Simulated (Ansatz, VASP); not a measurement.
Two plane-wave programs on ZnS

File INCAR:

```
  PREC = Accurate
  ENCUT = 600
  EDIFF = 1E-7
  ISMEAR = 0
  SIGMA = 0.02
  LREAL = F
  LASPH = T
  NELM = 60
  ALGO = Normal
  ISIF = 3
  LWAVE = F
  LCHARG = F
  GGA = PS
  IBRION = 2
  NSW = 80
  EDIFFG = -0.01
```

Contents of KPOINTS:

```
Automatic mesh
0
Gamma
  10 10 10
```

POSCAR

```
ZnS
1.0
    0.0000000000      2.7020000000      2.7020000000
    2.7020000000      0.0000000000      2.7020000000
    2.7020000000      2.7020000000      0.0000000000
Zn S
1 1
Direct
    0.2500000000      0.2500000000      0.2500000000
    0.0000000000      0.0000000000      0.0000000000
```

Input for Ansatz:

```yaml
crystal:
  lattice:
    - [0.0, 2.702, 2.702]
    - [2.702, 0.0, 2.702]
    - [2.702, 2.702, 0.0]
  atoms:
    - { symbol: Zn, position: [0.25, 0.25, 0.25] }
    - { symbol: S, position: [0.0, 0.0, 0.0] }
scf:
  occupations: { method: gaussian, width: 0.02 }
output:
  forces: true
  stress: true
  eigenvalues: true
  write_density: true
  write_potential: true
  elf: true
  volumetric_format: npy
kpoints:
  mp_grid: { grid: [10, 10, 10] }
hamiltonian:
  xc: pbesol
relax:
  f_tol: 0.01
  adjacent_minimum: "off"
  cell: { stress_tol: 0.05 }
```

Alike in both runs: task relaxation of cell and atoms; functional PBEsol; k mesh 10 × 10 × 10; occupations gaussian, width 0.02 eV; no spin polarisation.

|  | VASP | Ansatz |
| --- | --- | --- |
| version | VASP 6.6.1 | Ansatz 0.2.0 |
| potentials or method | VASP PAW PBE potentials, release 64 (Zn, S) | scalar-relativistic, plane waves, PAW |
| plane-wave cutoff (eV) | 600 | 420 |
| valence electrons in the cell | 18 | 18 |

Ansatz gave:

* gap on the k mesh at the Fermi level, each at its own relaxed structure (eV): 2.09
* relaxed volume (Å³/atom): 19.20
* relaxed cell length with the largest relative difference (Å): 3.787

Task: Estimate VASP's values.

Result: gap on the k mesh at the Fermi level, each at its own relaxed structure (eV): 2.08; relaxed volume (Å³/atom): 19.26; relaxed cell length with the largest relative difference (Å): 3.791.

VASP's potentials were made for PBE, not for PBEsol.
